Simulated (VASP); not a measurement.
A run of VASP 6.6.1:

The input POSCAR:

```
TaN
1.0
    0.0000000000      2.1980245063      2.1980245063
    2.1980245063      0.0000000000      2.1980245063
    2.1980245063      2.1980245063      0.0000000000
Ta N
1 1
Direct
    0.0000000000      0.0000000000      0.0000000000
    0.5000000000      0.5000000000      0.5000000000
```

File INCAR.step1:

```
PREC = Accurate ; ENCUT = 520
ISMEAR = -1 ; SIGMA = 0.05
LREAL = False ; LASPH = True
NELM = 60 ; NBANDS = 15
GGA = PE ; ALGO = Normal
EDIFF = 1E-4 ; LWAVE = True
LCHARG = False
```

The input INCAR.step2:

```
PREC = Accurate ; ENCUT = 520
EDIFF = 1E-7 ; ISMEAR = -1
SIGMA = 0.05 ; LREAL = False
LASPH = True ; NELM = 60
ALGO = Normal ; ISIF = 2
LWAVE = False ; LCHARG = False
METAGGA = R2SCAN ; LMIXTAU = True
NBANDS = 15 ; ISTART = 1
```

Contents of KPOINTS:

```
regular mesh
0
Gamma
  15 15 15
```

Potentials or basis: VASP PAW PBE potentials, release 64 (Ta_pv, N).

The run is started by

```console
$ cat potpaw_PBE.64/Ta_pv/POTCAR potpaw_PBE.64/N/POTCAR > POTCAR
$ cp INCAR.step1 INCAR
$ mpirun -np 1 vasp_std > vasp.out
$ cp INCAR.step2 INCAR
$ mpirun -np 1 vasp_std > vasp.out
```

Hardware: 1 thread of Intel Xeon 6975P-C, with other jobs on the host.

How long does it take, and how much memory?

It took 58 s on 1 thread of Intel Xeon 6975P-C (shared host), peak memory 0.17 GiB. Counts: k points 120.
